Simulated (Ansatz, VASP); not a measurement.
## BiBrO: VASP beside Ansatz

```
CELL_PARAMETERS angstrom
3.91600 0.00000 0.00000
0.00000 3.91600 0.00000
0.00000 0.00000 8.07700
ATOMIC_POSITIONS crystal
Bi 0.00000 0.50000 0.15400
Bi 0.50000 0.00000 0.84600
Br 0.00000 0.50000 0.65300
Br 0.50000 0.00000 0.34700
O 0.00000 0.00000 0.00000
O 0.50000 0.50000 0.00000
```

Alike in both runs: task single point; functional LDA; k mesh 6 × 6 × 4; no spin polarisation.

```csv
,VASP,Ansatz
version,VASP 6.6.1,Ansatz 0.2.0
potentials or method,"VASP PAW LDA potentials, release 64 (Bi_d, Br, O), cutoff 520 eV",all-electron (LAPW or listed datasets)
occupations,"gaussian, width 0.01 eV",fixed
```

Ansatz gave:

| Item | Value |
| --- | --- |
| gap on the k mesh at the Fermi level (eV) | 2.11 |

Task: Estimate VASP's values.

Result: gap on the k mesh at the Fermi level (eV): 2.09.

LDA's correlation is that of Perdew and Zunger in VASP and of Perdew and Wang (1992) in Ansatz. Ansatz ran all-electron here, and VASP with PAW potentials.

Neither program's run includes spin-orbit coupling.
